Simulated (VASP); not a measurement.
Here is a VASP 6.6.1 calculation.

INCAR

```
ALGO = Normal ; EDIFF = 1E-7
ENCUT = 520 ; GGA = PS
ISIF = 2 ; ISMEAR = 0
LASPH = True ; LCHARG = False
LREAL = False ; LWAVE = False
NBANDS = 16 ; NELM = 80
PREC = Accurate ; SIGMA = 0.05
```

File KPOINTS:

```
k-points
0
Gamma
  9 9 6
```

The input POSCAR:

```
MgO
1.0
    3.3783000000      0.0000000000      0.0000000000
   -1.6891500000      2.9256936216      0.0000000000
    0.0000000000      0.0000000000      4.1947132285
Mg O
2 2
Direct
    0.6666666667      0.3333333333      0.7500000000
    0.3333333333      0.6666666667      0.2500000000
    0.6666666667      0.3333333333      0.2500000000
    0.3333333333      0.6666666667      0.7500000000
```

Potentials or basis: VASP PAW PBE potentials, release 64 (Mg, O).

Run with:

```bash
$ cat potpaw_PBE.64/Mg/POTCAR potpaw_PBE.64/O/POTCAR > POTCAR
$ mpirun -np 1 vasp_std > vasp.out
```

Task: Estimate the band gap on the k mesh.

Result: 3.59 eV, direct.

Task: What does it give for the pressure?

Result: 9.9 GPa.

Stress tensor (GPa, compression positive):
```
12.44  0.00  0.00
 0.00 12.44  0.00
 0.00  0.00  4.96
```

Caveat: the PAW data sets were made with another functional, which shifts forces and pressure a little. A hybrid or GW would open this gap; PBEsol tends to underestimate it.
